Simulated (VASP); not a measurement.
Wanted: the native input for a VASP 6.6.1 run.

* Task: single point
* Functional: PBE
* Potentials or basis: VASP PAW PBE potentials, release 64 (Ba_sv, Ti_sv, O)
* Cutoff: 520 eV
* k mesh: 6 × 6 × 6
* Occupations: gaussian, width 0.01 eV
* Spin: no spin polarisation
* Dipole correction: no
* Further INCAR settings: ALGO = Normal; EDIFF = 1e-06; NBANDS = 28

The structure of BaTiO3 lies in POSCAR:

```
BaTiO3
1.0
    3.9738784520      0.0000000000      0.0000000000
    0.0000000000      3.9738784520      0.0000000000
    0.0000000000      0.0000000000      3.9738784520
Ba Ti O
1 1 3
Direct
    0.5000000000      0.5000000000      0.5000000000
    0.0000000000      0.0000000000      0.0000000000
    0.5000000000      0.0000000000      0.0000000000
    0.0000000000      0.0000000000      0.5000000000
    0.0000000000      0.5000000000      0.0000000000
```

These files were run (other wordings do the same):

INCAR

```
PREC = Accurate ; ENCUT = 520
EDIFF = 1E-6 ; ISMEAR = 0
SIGMA = 0.01 ; LREAL = F
LASPH = T ; NELM = 60
ALGO = Normal ; ISIF = 2
LWAVE = F ; LCHARG = F
GGA = PE ; NBANDS = 28
```

KPOINTS

```
Automatic mesh
0
Gamma
  6 6 6
```

Potentials or basis: VASP PAW PBE potentials, release 64 (Ba_sv, Ti_sv, O).

Launch:

```console
$ cat potpaw_PBE.64/Ba_sv/POTCAR potpaw_PBE.64/Ti_sv/POTCAR potpaw_PBE.64/O/POTCAR > POTCAR
$ mpirun -np 1 vasp_std > vasp.out
```

It gave:

```
Pressure               : 7.9 GPa
Band gap on the k mesh : 1.79 eV (least direct gap 1.91 eV)
```

Caveat: the cell stands under pressure; spin-orbit coupling is left out, which moves the levels of the heavy elements.

Wall time 62 s on 1 thread of Intel Xeon 8259CL, with other jobs on the host, peak memory 0.19 GiB.
